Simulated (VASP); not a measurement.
Here is a VASP 6.6.1 calculation.

INCAR

```
SYSTEM = InO
  PREC = Accurate
  ENCUT = 520
  EDIFF = 1E-7
  ISMEAR = 0
  SIGMA = 0.1
  LREAL = .False.
  LASPH = .True.
  NELM = 60
  ALGO = Normal
  ISIF = 2
  LWAVE = .False.
  LCHARG = .True.
  GGA = PE
  LELF = .True.
  LVHAR = .True.
  NBANDS = 38
```

The input KPOINTS:

```
regular mesh
0
Gamma
  6 6 4
  0 0 0
```

POSCAR

```
InO
1.0
    5.4977100500      0.0000000000      0.0000000000
   -2.7488550200      4.7611565600      0.0000000000
    0.0000000000      0.0000000000      4.3430252800
In O
3 3
Direct
    0.5000000000      0.0000000000      0.0000000000
    0.0000000000      0.5000000000      0.0000000000
    0.5000000000      0.5000000000      0.0000000000
    0.3333333300      0.6666666700      0.0000000000
    0.6666666700      0.3333333300      0.0000000000
    0.0000000000      0.0000000000      0.0000000000
```

Potentials or basis: VASP PAW PBE potentials, release 64 (In_d, O).

The run is started by

```console
$ cat potpaw_PBE.64/In_d/POTCAR potpaw_PBE.64/O/POTCAR > POTCAR
$ mpirun -np 1 vasp_std > vasp.out
```

(1) What does it give for the pressure?

(2) What does it give for the band gap on the k mesh?

## Answers

(1) 99.1 GPa.

(2) zero (an odd number of electrons rules out a gap without spin polarisation).

Caveat: the k points lie up to 0.36 Å⁻¹ apart, too coarse for converged energies and pressures of a metal; spin-orbit coupling is left out, which moves the levels of the heavy elements; an odd number of electrons without spin polarisation forces a metal; a magnetic or distorted state may lie lower.
